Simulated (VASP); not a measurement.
# Sn (Im-3m) in VASP: further runs

Runs on Sn. Level: PBE. Tasks: single point.

Everything below comes from runs of VASP 6.6.1. Logs are shortened: lines on timing, memory, paths and dates and some standing lists are left out, and cuts for length are marked.

### Step 1. The cell of the first run

It takes space group Im-3m (No. 229, cubic). Conventional cell: a = 3.764 Å, b = 3.764 Å, c = 3.764 Å, α = 90.00°, β = 90.00°, γ = 90.00°. Within 4.3 Å of Sn (site symmetry m-3m) lie 14 Sn at 3.26 to 3.76 Å.

### Step 2. Single point, PBE

Contents of INCAR:

```
PREC = Accurate
ENCUT = 520
EDIFF = 1E-6
ISMEAR = -1
SIGMA = 0.05
LREAL = False
LASPH = True
NELM = 60
ALGO = Normal
ISIF = 2
LWAVE = False
LCHARG = False
GGA = PE
NBANDS = 13
```

Contents of KPOINTS:

```
Automatic mesh
0
Gamma
  10 10 10
```

Contents of POSCAR:

```
Sn
1.0
   -1.8819356520      1.8819356520      1.8819356520
    1.8819356520     -1.8819356520      1.8819356520
    1.8819356520      1.8819356520     -1.8819356520
Sn
1
Direct
    0.0000000000      0.0000000000      0.0000000000
```

Potentials or basis: VASP PAW PBE potentials, release 64 (Sn_d).

Started as:

```
$ cat potpaw_PBE.64/Sn_d/POTCAR > POTCAR
$ mpirun -np 1 vasp_std > vasp.out
```

OUTCAR:

```text
PREC = Accurate
   ENCUT = 520
   EDIFF = 1E-6
   ISMEAR = -1
   LREAL = False
   LASPH = True
   NELM = 60
   ISIF = 2
   GGA = PE

 ion  position               nearest neighbor table
   1  0.000  0.000  0.000-

  LATTYP: Found a body centered cubic cell.
 ALAT       =     3.7638713040

  Lattice vectors:

 A1 = (  -1.8819356520,   1.8819356520,   1.8819356520)
 A2 = (   1.8819356520,  -1.8819356520,   1.8819356520)
 A3 = (   1.8819356520,   1.8819356520,  -1.8819356520)

Analysis of symmetry for initial positions (statically):
=====================================================================
 Subroutine PRICEL returns:
 Original cell was already a primitive cell.

 Routine SETGRP: Setting up the symmetry group for a
 body centered cubic supercell.

 Subroutine GETGRP returns: Found 48 space group operations
 (whereof 48 operations were pure point group operations)
 out of a pool of 48 trial point group operations.

The static configuration has the point symmetry O_h .

Analysis of symmetry for dynamics (positions and initial velocities):
=====================================================================
 Subroutine PRICEL returns:
 Original cell was already a primitive cell.

 Routine SETGRP: Setting up the symmetry group for a
 body centered cubic supercell.

 Subroutine GETGRP returns: Found 48 space group operations
 (whereof 48 operations were pure point group operations)
 out of a pool of 48 trial point group operations.

The dynamic configuration has the point symmetry O_h .

 Subroutine INISYM returns: Found 48 space group operations
 (whereof 48 operations are pure point group operations),
 and found     1 'primitive' translations

----------------------------------------------------------------------------------------

                                     Primitive cell

  volume of cell :      26.6609

  direct lattice vectors                    reciprocal lattice vectors
    -1.881935652  1.881935652  1.881935652     0.000000000  0.265683898  0.265683898
     1.881935652 -1.881935652  1.881935652     0.265683898  0.000000000  0.265683898
     1.881935652  1.881935652 -1.881935652     0.265683898  0.265683898  0.000000000

  length of vectors
     3.259608166  3.259608166  3.259608166     0.375733772  0.375733772  0.375733772

  position of ions in fractional coordinates (direct lattice)
     0.000000000  0.000000000  0.000000000

  ion indices of the primitive-cell ions
   primitive index   ion index
                 1           1

----------------------------------------------------------------------------------------

 KPOINTS: Automatic mesh

Automatic generation of k-mesh.
 Grid dimensions read from file:
 generate k-points for:   10   10   10

 Generating k-lattice:

  Cartesian coordinates                     Fractional coordinates (reciprocal lattice)
     0.000000000  0.026568390  0.026568390     0.100000000  0.000000000  0.000000000
     0.026568390  0.000000000  0.026568390     0.000000000  0.100000000  0.000000000
     0.026568390  0.026568390  0.000000000     0.000000000  0.000000000  0.100000000

  Length of vectors
     0.037573377  0.037573377  0.037573377

  Shift w.r.t. Gamma in fractional coordinates (k-lattice)
     0.000000000  0.000000000  0.000000000

 Subroutine IBZKPT returns following result:
 ===========================================

 Found     47 irreducible k-points:

 Following reciprocal coordinates:
            Coordinates               Weight
  0.000000  0.000000  0.000000      1.000000
  0.100000  0.000000  0.000000     12.000000
  0.200000  0.000000  0.000000     12.000000
  0.300000  0.000000  0.000000     12.000000
  0.400000  0.000000  0.000000     12.000000
  0.500000  0.000000  0.000000      6.000000
[... 16 lines left out ...]
  0.300000  0.300000  0.100000      8.000000
 -0.300000  0.300000  0.100000     24.000000
 [... further k-points ...]
   k-points           NKPTS =     47   k-points in BZ     NKDIM =     47   number of bands    NBANDS=     13
   number of dos      NEDOS =    301   number of ions     NIONS =      1
   total plane-waves  NPLWV =  13824
   dimension x,y,z NGX =    24 NGY =   24 NGZ =   24
   dimension x,y,z NGXF=    48 NGYF=   48 NGZF=   48
   ions per type =               1
   NGX,Y,Z   is equivalent  to a cutoff of  12.24, 12.24, 12.24 a.u.
   NGXF,Y,Z  is equivalent  to a cutoff of  24.48, 24.48, 24.48 a.u.
 SYSTEM =  unknown system
   PREC   = accura    normal or accurate (medium, high low for compatibility)
   ISTART =      0    job   : 0-new  1-cont  2-samecut
   ICHARG =      2    charge: 1-file 2-atom 10-const
   ISPIN  =      1    spin polarized calculation?
   LNONCOLLINEAR =      F non collinear calculations
   LSORBIT =      F    spin-orbit coupling
   LASPH  =      T    aspherical Exc in radial PAW
   ENCUT  =  520.0 eV  38.22 Ry    6.18 a.u.   6.06  6.06  6.06*2*pi/ulx,y,z
   NELM   =     60;   NELMIN=  2; NELMDL= -5     # of ELM steps
   EDIFF  = 0.1E-05   stopping-criterion for ELM
   LREAL  =      F    real-space projection
   EDIFFG = 0.1E-04   stopping-criterion for IOM
   NSW    =      0    number of steps for IOM
   IBRION =     -1    ionic relax: 0-MD 1-quasi-New 2-CG
   NFREE  =      0    steps in history (QN), initial steepest desc. (CG)
   ISIF   =      2    stress and relaxation
   ISYM   =      2    0-nonsym 1-usesym 2-fastsym
   POTIM  = 0.5000    time-step for ionic-motion
   TEBEG  =    0.0;   TEEND  =   0.0 temperature during run
   PSTRESS=    0.0 pullay stress
   NELECT =      14.0000    total number of electrons
   NUPDOWN=      -1.0000    fix difference up-down
   EMIN   =  10.00;   EMAX   =-10.00  energy-range for DOS
   EFERMI =   0.00;   METHOD = LEGACY
   ISMEAR =    -1;   SIGMA  =   0.05  broadening in eV -4-tet -1-fermi 0-gaus
   EFERMI_NEDOS =   21; number of points for ismear=-14 and -15
   IALGO  =     38    algorithm
   IMIX   =      4    mixing-type and parameters
     AMIX     =   0.40;   BMIX     =  1.00
     AMIX_MAG =   1.60;   BMIX_MAG =  1.00
  volume/ion in A,a.u.               =      26.66       179.92
  Fermi-wavevector in a.u.,A,eV,Ry     =   1.320767  2.495887 23.734335  1.744424
  Thomas-Fermi vector in A             =   2.450569
   LORBIT       =      0    0 simple, 1 ext, 2 COOP (PROOUT), +10 PAW based schemes
   GGA     = PE    functional components
   LHFCALC =     F    Hartree Fock is set to
   AEXX    =    0.0000 exact exchange contribution
   IVDW    =     0    specifies the selected vdW correction
   LEPSILON=     F    determine dielectric tensor
   LRPA    =     F    only Hartree local field effects (RPA)
 non-spin polarized calculation
  energy-cutoff  :      520.00
  volume of cell :       26.66
 maximum number of plane-waves:       730
   NGX = 13   NGY = 13   NGZ = 13

 number of electron      13.9999990 magnetization

 Free energy of the ion-electron system (eV)
  ---------------------------------------------------
  ext. energy  EPLUGINS =         0.00000000
  ---------------------------------------------------
  free energy    TOTEN  =        -3.75845222 eV

  energy without entropy =       -3.75146244  energy(sigma->0) =       -3.75495733

 E-fermi :   8.3015     XC(G=0): -10.4601

 val. band max:        8.3005621421   @ k =   0.2000   0.2000   0.2000
 cond. band min:       8.3199609842   @ k =   0.3000   0.0000   0.0000
 fundamental gap:      0.0193988421
 Fermi energy:         8.3014827237

 k-point     1 :       0.0000    0.0000    0.0000
  band No.  band energies     occupation
      1     -13.2587      2.00000
      2     -13.2587      2.00000
      3     -13.2587      2.00000
      4     -13.1122      2.00000
      5     -13.1122      2.00000
      6      -2.9035      2.00000
      7      16.4743      0.00000
      8      16.4743      0.00000
      9      16.4743      0.00000
     10      20.4813      0.00000
     11      20.4813      0.00000
     12      20.4813      0.00000
     13      21.1993      0.00000

 k-point     2 :       0.1000    0.0000    0.0000
  band No.  band energies     occupation
      1     -13.2633      2.00000
      2     -13.2520      2.00000
      3     -13.2368      2.00000
      4     -13.1174      2.00000
      5     -13.1129      2.00000
      6      -2.6817      2.00000
      7      14.6957      0.00000
      8      15.6571      0.00000
      9      16.1702      0.00000
     10      18.9323      0.00000
     11      19.2648      0.00000
     12      20.1601      0.00000
     13      21.9391      0.00000

 k-point     3 :       0.2000    0.0000    0.0000
  band No.  band energies     occupation
      1     -13.2755      2.00000
      2     -13.2381      2.00000
      3     -13.1789      2.00000
      4     -13.1281      2.00000
      5     -13.1145      2.00000
      6      -2.0152      2.00000
      7      11.4857      0.00000
      8      14.2508      0.00000
      9      15.4036      0.00000
     10      17.7735      0.00000
     11      18.1082      0.00000
     12      20.3684      0.00000
     13      22.4535      0.00000

 k-point     4 :       0.3000    0.0000    0.0000
  band No.  band energies     occupation
      1     -13.2905      2.00000
      2     -13.2319      2.00000
      3     -13.1318      2.00000
      4     -13.1164      2.00000
      5     -13.1063      2.00000
      6      -0.9068      2.00000
      7       8.3200      0.81729
      8      13.0452      0.00000
      9      14.5933      0.00000
     10      16.9929      0.00000
     11      17.2887      0.00000
     12      21.2841      0.00000
     13      23.1138      0.00000

 k-point     5 :       0.4000    0.0000    0.0000
  band No.  band energies     occupation
      1     -13.3026      2.00000
      2     -13.2378      2.00000
      3     -13.1251      2.00000
      4     -13.1178      2.00000
      5     -13.0467      2.00000
      6       0.6015      2.00000
      7       5.5288      2.00000
      8      12.2652      0.00000
      9      14.0332      0.00000
     10      16.5404      0.00000
     11      16.8021      0.00000
     12      22.5911      0.00000
     13      23.9112      0.00000
[... 257 lines left out ...]
 k-point    22 :      -0.2000    0.2000    0.1000
  band No.  band energies     occupation
      1     -13.2531      2.00000
      2     -13.2273      2.00000
      3     -13.1823      2.00000
      4     -13.1428      2.00000
      5     -13.1144      2.00000
      6      -1.7938      2.00000
      7      11.6056      0.00000
      8      13.4093      0.00000
      9      14.2369      0.00000
     10      17.2042      0.00000
     11      19.2530      0.00000
     12      19.7054      0.00000
     13      23.1725      0.00000

 k-point    23 :       0.3000    0.3000    0.1000
  band No.  band energies     occupation
      1     -13.2601      2.00000
      2     -13.1564      2.00000
      3     -13.1564      2.00000
      4     -13.1129      2.00000
      5     -13.1129      2.00000
      6       2.9819      2.00000
      7       5.9867      2.00000
      8       5.9867      2.00000
      9       9.9696      0.00000
     10      22.5437      0.00000
     11      23.3142      0.00000
     12      23.3142      0.00000
     13      27.1200      0.00000

 k-point    24 :      -0.3000    0.3000    0.1000
  band No.  band energies     occupation
      1     -13.2672      2.00000
      2     -13.2201      2.00000
      3     -13.1465      2.00000
      4     -13.1213      2.00000
      5     -13.1091      2.00000
      6      -0.6873      2.00000
      7       8.5044      0.03394
      8      12.2441      0.00000
      9      13.5688      0.00000
     10      17.4235      0.00000
     11      18.4241      0.00000
     12      19.4141      0.00000
     13      25.2707      0.00000

 [... further k-points ...]

------------------------ aborting loop because EDIFF is reached ----------------------------------------

  FORCE on cell =-STRESS in cart. coord.  units (eV):
  Direction    XX          YY          ZZ          XY          YZ          ZX
  --------------------------------------------------------------------------------------
  -------------------------------------------------------------------------------------
  Total        0.2698055      0.2698055      0.2698055     -0.0000000      0.0000000     -0.0000000
  in kB       16.2138866     16.2138866     16.2138866     -0.0000000      0.0000000     -0.0000000
  external PRESSURE =      16.2138866 kB  Pullay stress =       0.0000000 kB

 VOLUME and BASIS-vectors are now :
 -----------------------------------------------------------------------------
  energy-cutoff  :      520.00
  volume of cell :       26.66
      direct lattice vectors                 reciprocal lattice vectors
    -1.881935652  1.881935652  1.881935652     0.000000000  0.265683898  0.265683898
     1.881935652 -1.881935652  1.881935652     0.265683898  0.000000000  0.265683898
     1.881935652  1.881935652 -1.881935652     0.265683898  0.265683898  0.000000000

 POSITION                                       TOTAL-FORCE (eV/Angst)
 -----------------------------------------------------------------------------------
      0.00000      0.00000      0.00000         0.000000      0.000000     -0.000000
 -----------------------------------------------------------------------------------
    total drift:                                0.000000      0.000000     -0.000000

  FREE ENERGIE OF THE ION-ELECTRON SYSTEM (eV)
  ---------------------------------------------------
  free  energy   TOTEN  =        -3.7584522183 eV

  energy  without entropy=       -3.7514624437  energy(sigma->0) =       -3.75495733
```

Run time: 4.1 s. Hardware: 1 thread of Intel Xeon Platinum 8559C (Emerald Rapids), shared host; peak memory 0.14 GiB.

What came out:

```
Free energy            : -3.7585 eV
Pressure               : 1.6 GPa
Band gap on the k mesh : zero (band 7 reaches 16.47 eV, above the bottom of band 8 at 5.99 eV)
```

Caveat: spin-orbit coupling is left out, which moves the levels of the heavy elements.

### Step 3. Single point, PBE

This run uses another cell than the first one, of 27.20 Å³/atom, 1.020 times its volume.

Contents of INCAR:

```
  PREC = Accurate
  ENCUT = 520
  EDIFF = 1E-7
  ISMEAR = -1
  SIGMA = 0.05
  LREAL = F
  LASPH = T
  NELM = 60
  ALGO = Normal
  ISIF = 2
  LWAVE = F
  LCHARG = F
  GGA = PE
  NBANDS = 13
```

KPOINTS is that of step 2.

Contents of POSCAR:

```
Sn
1.0
   -1.8946518192      1.8946518192      1.8946518192
    1.8946518192     -1.8946518192      1.8946518192
    1.8946518192      1.8946518192     -1.8946518192
Sn
1
Direct
    0.0000000000      0.0000000000      0.0000000000
```

Potentials or basis: VASP PAW PBE potentials, release 64 (Sn_d).

Started as:

```
$ cat potpaw_PBE.64/Sn_d/POTCAR > POTCAR
$ mpirun -np 1 vasp_std > vasp.out
```

Run time: 5 s. Hardware: 1 thread of Intel Xeon Platinum 8559C (Emerald Rapids), shared host; peak memory 0.14 GiB.

Results (log left out):

- Free energy: -3.7623 eV
- Pressure: 0.6 GPa
- Band gap on the k mesh: zero (band 7 reaches 16.04 eV, above the bottom of band 8 at 5.80 eV)

Levels at points of the mesh, in eV from the Fermi level:
```tsv
k point	band 4	band 5	band 6	band 7	band 8	band 9	band 10	band 11
(0.00, 0.00, 0.00)	-21.40	-21.40	-11.05	7.99	7.99	7.99	12.14	12.14
(0.50, 0.00, 0.00)	-21.41	-21.32	-6.38	-4.39	3.63	5.47	7.98	8.28
(0.50, 0.50, 0.50)	-21.34	-21.34	-2.45	-0.45	-0.45	-0.45	3.86	3.86
```

Caveat: spin-orbit coupling is left out, which moves the levels of the heavy elements.

[end of part 1 of 3]
